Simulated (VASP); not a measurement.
BaO (m.bB): single point with PBE

Crystal: BaO (m.bB).

```xyz
2
Lattice="0.0000 2.7870 2.7870 2.7870 0.0000 2.7870 2.7870 2.7870 0.0000" Properties=species:S:1:pos:R:3 pbc="T T T"
Ba    0.0000    0.0000    0.0000
O     2.7870    2.7870    2.7870
```

* Program: VASP 6.6.1
* Task: single point
* Functional: PBE
* Potentials or basis: VASP PAW PBE potentials, release 64 (Ba_sv, O)
* Cutoff: 600 eV
* k mesh: 8 × 8 × 8
* Occupations: gaussian, width 0.02 eV
* Spin: no spin polarisation

- Pressure: 1.5 GPa
- Band gap on the k mesh: 2.04 eV, direct

Levels at points of the mesh, in eV from the valence-band top:
| k point | band 6 | band 7 | band 8 | band 9 | band 10 | band 11 |
| --- | --- | --- | --- | --- | --- | --- |
| (0.00, 0.00, 0.00) | -0.29 | -0.29 | -0.29 | 3.47 | 4.69 | 4.69 |
| (0.50, 0.00, 0.00) | -1.92 | -1.39 | -1.39 | 4.91 | 7.10 | 7.10 |
| (0.50, 0.50, 0.00) | -0.13 | -0.13 | 0.00 | 2.04 | 5.90 | 8.80 |

Run time: 9.8 s on 1 thread of Intel(R) Xeon(R) 6975P-C (Granite Rapids), on a shared host, peak memory 0.18 GiB.

Caveat: spin-orbit coupling is left out, which moves the levels of the heavy elements. A k mesh can miss the band edges.
